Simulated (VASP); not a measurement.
# HgTe (I4mm) in VASP: further runs, part 2 of 2

VASP 6.6.1.

### 3 Single point, PBE (all Hg atoms moved +0.375 Å, as atom 1 along Cartesian [0 0 1])

INCAR reads:

```
SYSTEM = HgTe
PREC     = Accurate       ! precision mode
ENCUT    = 520            ! plane-wave cutoff, eV
EDIFF    = 1E-6           ! SCF threshold, eV
ISMEAR   = 0              ! smearing method
SIGMA    = 0.15           ! smearing width, eV
LREAL    = .FALSE.        ! projectors in reciprocal space
LASPH    = .TRUE.         ! aspherical terms in the spheres
NELM     = 80             ! most SCF steps
ALGO     = Normal         ! electronic algorithm
ISIF     = 2              ! what is computed and relaxed
LWAVE    = .FALSE.        ! write WAVECAR
LCHARG   = .FALSE.        ! write CHGCAR
GGA      = PE             ! functional
NBANDS   = 16             ! bands
```

KPOINTS reads:

```
Automatic mesh
0
G
  14 14 14
  0 0 0
```

POSCAR reads:

```
HgTe
1.0
    0.0000000000      3.0771170000      3.0771170000
    3.0771170000      0.0000000000      3.0771170000
    3.0771170000      3.0771170000      0.0000000000
Hg Te
1 1
Direct
    0.0609336597      0.0609336597     -0.0609336597
    0.5000000000      0.5000000000      0.5000000000
```

Potentials or basis: VASP PAW PBE potentials, release 64 (Hg, Te).

The run is started by

```bash
$ cat potpaw_PBE.64/Hg/POTCAR potpaw_PBE.64/Te/POTCAR > POTCAR
$ mpirun -np 1 vasp_std > vasp.out
```

OUTCAR:

```text
SYSTEM = HgTe
   PREC = Accurate
   ENCUT = 520
   EDIFF = 1E-6
   ISMEAR = 0
   LREAL = .FALSE.
   LASPH = .TRUE.
   NELM = 80
   ISIF = 2
   GGA = PE

 ion  position               nearest neighbor table
   1  0.061  0.061  0.939-   2 2.70   2 3.10   2 3.10   2 3.10   2 3.10   2 3.45
   2  0.500  0.500  0.500-   1 2.70   1 3.10   1 3.10   1 3.10   1 3.10   1 3.45

  LATTYP: Found a face centered cubic cell.
 ALAT       =     6.1542340000

  Lattice vectors:

 A1 = (   0.0000000000,   3.0771170000,   3.0771170000)
 A2 = (   3.0771170000,   0.0000000000,   3.0771170000)
 A3 = (   3.0771170000,   3.0771170000,   0.0000000000)

Analysis of symmetry for initial positions (statically):
=====================================================================
 Subroutine PRICEL returns:
 Original cell was already a primitive cell.

 Routine SETGRP: Setting up the symmetry group for a
 face centered cubic supercell.

 Subroutine GETGRP returns: Found  8 space group operations
 (whereof  8 operations were pure point group operations)
 out of a pool of 48 trial point group operations.

The static configuration has the point symmetry C_4v.

Analysis of symmetry for dynamics (positions and initial velocities):
=====================================================================
 Subroutine PRICEL returns:
 Original cell was already a primitive cell.

 Routine SETGRP: Setting up the symmetry group for a
 face centered cubic supercell.

 Subroutine GETGRP returns: Found  8 space group operations
 (whereof  8 operations were pure point group operations)
 out of a pool of 48 trial point group operations.

The dynamic configuration has the point symmetry C_4v.

 Subroutine INISYM returns: Found  8 space group operations
 (whereof  8 operations are pure point group operations),
 and found     1 'primitive' translations

----------------------------------------------------------------------------------------

                                     Primitive cell

  volume of cell :      58.2723

  direct lattice vectors                    reciprocal lattice vectors
     0.000000000  3.077117000  3.077117000    -0.162489759  0.162489759  0.162489759
     3.077117000  0.000000000  3.077117000     0.162489759 -0.162489759  0.162489759
     3.077117000  3.077117000  0.000000000     0.162489759  0.162489759 -0.162489759

  length of vectors
     4.351700594  4.351700594  4.351700594     0.281440518  0.281440518  0.281440518

  position of ions in fractional coordinates (direct lattice)
     0.060933660  0.060933660  0.939066340
     0.500000000  0.500000000  0.500000000

  ion indices of the primitive-cell ions
   primitive index   ion index
                 1           1
                 2           2

----------------------------------------------------------------------------------------

 KPOINTS: Automatic mesh

Automatic generation of k-mesh.
 Grid dimensions read from file:
 generate k-points for:   14   14   14

 Generating k-lattice:

  Cartesian coordinates                     Fractional coordinates (reciprocal lattice)
    -0.011606411  0.011606411  0.011606411     0.071428571  0.000000000  0.000000000
     0.011606411 -0.011606411  0.011606411     0.000000000  0.071428571  0.000000000
     0.011606411  0.011606411 -0.011606411     0.000000000  0.000000000  0.071428571

  Length of vectors
     0.020102894  0.020102894  0.020102894

  Shift w.r.t. Gamma in fractional coordinates (k-lattice)
     0.000000000  0.000000000  0.000000000

 Subroutine IBZKPT returns following result:
 ===========================================

 Found    244 irreducible k-points:

 Following reciprocal coordinates:
            Coordinates               Weight
  0.000000  0.000000  0.000000      1.000000
  0.071429  0.000000  0.000000      8.000000
  0.142857  0.000000  0.000000      8.000000
  0.214286  0.000000  0.000000      8.000000
  0.285714  0.000000  0.000000      8.000000
  0.357143  0.000000  0.000000      8.000000
[... 16 lines left out ...]
 -0.428571  0.071429  0.000000      8.000000
  0.000000 -0.428571  0.071429     16.000000
 [... further k-points ...]
   k-points           NKPTS =    244   k-points in BZ     NKDIM =    244   number of bands    NBANDS=     16
   number of dos      NEDOS =    301   number of ions     NIONS =      2
   total plane-waves  NPLWV =  32768
   dimension x,y,z NGX =    32 NGY =   32 NGZ =   32
   dimension x,y,z NGXF=    64 NGYF=   64 NGZF=   64
   ions per type =               1   1
   NGX,Y,Z   is equivalent  to a cutoff of  12.22, 12.22, 12.22 a.u.
   NGXF,Y,Z  is equivalent  to a cutoff of  24.45, 24.45, 24.45 a.u.
 SYSTEM =  HgTe
   PREC   = accura    normal or accurate (medium, high low for compatibility)
   ISTART =      0    job   : 0-new  1-cont  2-samecut
   ICHARG =      2    charge: 1-file 2-atom 10-const
   ISPIN  =      1    spin polarized calculation?
   LNONCOLLINEAR =      F non collinear calculations
   LSORBIT =      F    spin-orbit coupling
   LASPH  =      T    aspherical Exc in radial PAW
   ENCUT  =  520.0 eV  38.22 Ry    6.18 a.u.   8.09  8.09  8.09*2*pi/ulx,y,z
   NELM   =     80;   NELMIN=  2; NELMDL= -5     # of ELM steps
   EDIFF  = 0.1E-05   stopping-criterion for ELM
   LREAL  =      F    real-space projection
   EDIFFG = 0.1E-04   stopping-criterion for IOM
   NSW    =      0    number of steps for IOM
   IBRION =     -1    ionic relax: 0-MD 1-quasi-New 2-CG
   NFREE  =      0    steps in history (QN), initial steepest desc. (CG)
   ISIF   =      2    stress and relaxation
   ISYM   =      2    0-nonsym 1-usesym 2-fastsym
   POTIM  = 0.5000    time-step for ionic-motion
   TEBEG  =    0.0;   TEEND  =   0.0 temperature during run
   PSTRESS=    0.0 pullay stress
   NELECT =      18.0000    total number of electrons
   NUPDOWN=      -1.0000    fix difference up-down
   EMIN   =  10.00;   EMAX   =-10.00  energy-range for DOS
   EFERMI =   0.00;   METHOD = LEGACY
   ISMEAR =     0;   SIGMA  =   0.15  broadening in eV -4-tet -1-fermi 0-gaus
   EFERMI_NEDOS =   21; number of points for ismear=-14 and -15
   IALGO  =     38    algorithm
   IMIX   =      4    mixing-type and parameters
     AMIX     =   0.40;   BMIX     =  1.00
     AMIX_MAG =   1.60;   BMIX_MAG =  1.00
  volume/ion in A,a.u.               =      29.14       196.62
  Fermi-wavevector in a.u.,A,eV,Ry     =   1.106653  2.091272 16.662809  1.224682
  Thomas-Fermi vector in A             =   2.243157
   LORBIT       =      0    0 simple, 1 ext, 2 COOP (PROOUT), +10 PAW based schemes
   GGA     = PE    functional components
   LHFCALC =     F    Hartree Fock is set to
   AEXX    =    0.0000 exact exchange contribution
   IVDW    =     0    specifies the selected vdW correction
   LEPSILON=     F    determine dielectric tensor
   LRPA    =     F    only Hartree local field effects (RPA)
 non-spin polarized calculation
 Gauss-broadening in eV      SIGMA  =   0.15
  energy-cutoff  :      520.00
  volume of cell :       58.27
 maximum number of plane-waves:      1588
   NGX = 17   NGY = 17   NGZ = 17

 number of electron      18.0000000 magnetization

 Free energy of the ion-electron system (eV)
  ---------------------------------------------------
  ext. energy  EPLUGINS =         0.00000000
  ---------------------------------------------------
  free energy    TOTEN  =        -3.20166315 eV

  energy without entropy =       -3.18539772  energy(sigma->0) =       -3.19353044

 E-fermi :   4.0457     XC(G=0):  -9.7241

 val. band max:        4.0382750034   @ k =   0.5000   0.3571   0.0714
 cond. band min:       4.0557023630   @ k =   0.5000   0.0000   0.0000
 fundamental gap:      0.0174273596
 Fermi energy:         4.0456930710

 k-point     1 :       0.0000    0.0000    0.0000
  band No.  band energies     occupation
      1      -7.8404      2.00000
      2      -2.8056      2.00000
      3      -2.6093      2.00000
      4      -2.6093      2.00000
      5      -2.5229      2.00000
      6      -2.4751      2.00000
[... 8 lines left out ...]
     15      12.7070      0.00000
     16      12.7073      0.00000
[... 419 lines left out ...]
 k-point    24 :       0.0000   -0.4286    0.0714
  band No.  band energies     occupation
      1      -6.8077      2.00000
      2      -2.9681      2.00000
      3      -2.8628      2.00000
      4      -2.7541      2.00000
      5      -2.3944      2.00000
      6      -2.3711      2.00000
[... 8 lines left out ...]
     15      14.4374      0.00000
     16      15.3412      0.00000

 [... further k-points ...]

------------------------ aborting loop because EDIFF is reached ----------------------------------------

  FORCE on cell =-STRESS in cart. coord.  units (eV):
  Direction    XX          YY          ZZ          XY          YZ          ZX
  --------------------------------------------------------------------------------------
  -------------------------------------------------------------------------------------
  Total       -0.1007384     -0.1007384      2.7751514      0.0000000      0.0000000     -0.0000000
  in kB       -2.7697687     -2.7697687     76.3018794      0.0000000      0.0000000     -0.0000000
  external PRESSURE =      23.5874473 kB  Pullay stress =       0.0000000 kB

 VOLUME and BASIS-vectors are now :
 -----------------------------------------------------------------------------
  energy-cutoff  :      520.00
  volume of cell :       58.27
      direct lattice vectors                 reciprocal lattice vectors
     0.000000000  3.077117000  3.077117000    -0.162489759  0.162489759  0.162489759
     3.077117000  0.000000000  3.077117000     0.162489759 -0.162489759  0.162489759
     3.077117000  3.077117000  0.000000000     0.162489759  0.162489759 -0.162489759

 POSITION                                       TOTAL-FORCE (eV/Angst)
 -----------------------------------------------------------------------------------
      3.07712      3.07712      0.37500         0.000000      0.000000     -1.021244
      3.07712      3.07712      3.07712         0.000000      0.000000      1.021244
 -----------------------------------------------------------------------------------
    total drift:                               -0.000000     -0.000000     -0.000329

  FREE ENERGIE OF THE ION-ELECTRON SYSTEM (eV)
  ---------------------------------------------------
  free  energy   TOTEN  =        -3.2016631478 eV

  energy  without entropy=       -3.1853977226  energy(sigma->0) =       -3.19353044
```

Run time: 2.9 min. Hardware: 1 thread of Intel Xeon 8259CL, shared host; peak memory 0.36 GiB.

Results:

- Free energy: -3.2017 eV
- Pressure: 2.4 GPa
- Largest force: 1.021 eV/Å
- Band gap on the k mesh: zero (bands 9 and 10 overlap by 2.22 eV)

Forces in eV/Å, atoms in the order of the input:
```
Hg   0.000  0.000 -1.021
Te   0.000  0.000  1.021
```

Caveat: the cell differs from its parent crystal (all Hg atoms moved +0.375 Å, as atom 1 along Cartesian [0 0 1]); the stress differs along the axes, from -0 to 8 GPa; spin-orbit coupling is left out, which moves the levels of the heavy elements; forces of over 1 eV/Å act on the atoms, so gaps and moduli don't describe the material at rest.
